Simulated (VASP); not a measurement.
Input of a VASP 6.6.1 run:

The input INCAR:

```
SYSTEM = TiAl3N4
ALGO = Normal ; EDIFF = 1E-6
ENCUT = 600 ; GGA = PE
GGA_COMPAT = .FALSE. ; ISIF = 2
ISMEAR = 0 ; ISPIN = 2
LASPH = .TRUE. ; LCHARG = .FALSE.
LMAXMIX = 4 ; LORBIT = 11
LREAL = .FALSE. ; LWAVE = .FALSE.
MAGMOM = 1 0 0 0 0 0 0 0 ; NBANDS = 34
NELM = 200 ; PREC = Accurate
SIGMA = 0.1
```

File KPOINTS:

```
k-points
0
G
  6 6 6
  0 0 0
```

The input POSCAR:

```
TiAl3N4
1.0
   -2.3381735700      2.3381735700      4.6763471400
    2.3381735700     -2.3381735700      4.6763471400
    2.3381735700      2.3381735700     -4.6763471400
Ti Al N
1 3 4
Direct
    0.0000000000      0.0000000000      0.0000000000
    0.5000000000      0.5000000000      0.0000000000
    0.7500000000      0.2500000000      0.5000000000
    0.2500000000      0.7500000000      0.5000000000
    0.7500000000      0.7500000000      0.0000000000
    0.2500000000      0.2500000000      0.0000000000
    0.5000000000      0.0000000000      0.5000000000
    0.0000000000      0.5000000000      0.5000000000
```

Potentials or basis: VASP PAW PBE potentials, release 64 (Ti_sv, Al, N).

The run is started by

```sh
$ cat potpaw_PBE.64/Ti_sv/POTCAR potpaw_PBE.64/Al/POTCAR potpaw_PBE.64/N/POTCAR > POTCAR
$ mpirun -np 1 vasp_std > vasp.out
```

Q: Predict the pressure.

A: -41.0 GPa.

Q: Predict the net moment.

A: -0.94 μB per cell.

Q: What does it give for the largest force?

A: 0.554 eV/Å.

Forces on the atoms (eV/Å):
```
Ti   0.000  0.000  0.000
Al   0.000  0.000  0.000
Al   0.000  0.000  0.000
Al   0.000  0.000  0.000
N    0.000  0.000 -0.554
N    0.000  0.000  0.554
N    0.000  0.000  0.000
N    0.000  0.000  0.000
```
